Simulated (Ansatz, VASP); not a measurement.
**Two plane-wave programs on WS2**

```xyz
3
Lattice="1.5312 0.8841 5.7497 -1.5312 0.8841 5.7497 0.0000 -1.7681 5.7497" Properties=species:S:1:pos:R:3 pbc="T T T"
W     0.0000    0.0000   17.2377
S     0.0000    0.0000   12.9847
S     0.0000    0.0000    9.9902
```

Alike in both runs: task single point; functional PBE; dispersion D3(BJ); k mesh 12 × 12 × 12; occupations gaussian, width 0.05 eV; no spin polarisation.

|  | VASP | Ansatz |
| --- | --- | --- |
| version | VASP 6.6.1 | Ansatz 0.2.0 |
| potentials or method | VASP PAW PBE potentials, release 64 (W_sv, S), cutoff 520 eV | scalar-relativistic, plane waves, PAW |
| valence electrons in the cell | 26 | 26 |

VASP gave:

- gap on the k mesh at the Fermi level (eV): 0.73
- least direct gap on the mesh (eV): 2.06
- pressure (GPa): 24.0
- traceless stress, the component that is largest in VASP (GPa): 4.10
- rms of the force components (eV/Å): 1.174

Q: What did Ansatz give for the same quantities?

A: gap on the k mesh at the Fermi level (eV): 0.70; least direct gap on the mesh (eV): 2.05; pressure (GPa): 24.1; traceless stress, the component that is largest in VASP (GPa): 4.11; rms of the force components (eV/Å): 1.177.

Atom by atom the forces differ by 0.002 eV/Å (rms over components).

Spin-orbit coupling is off throughout.
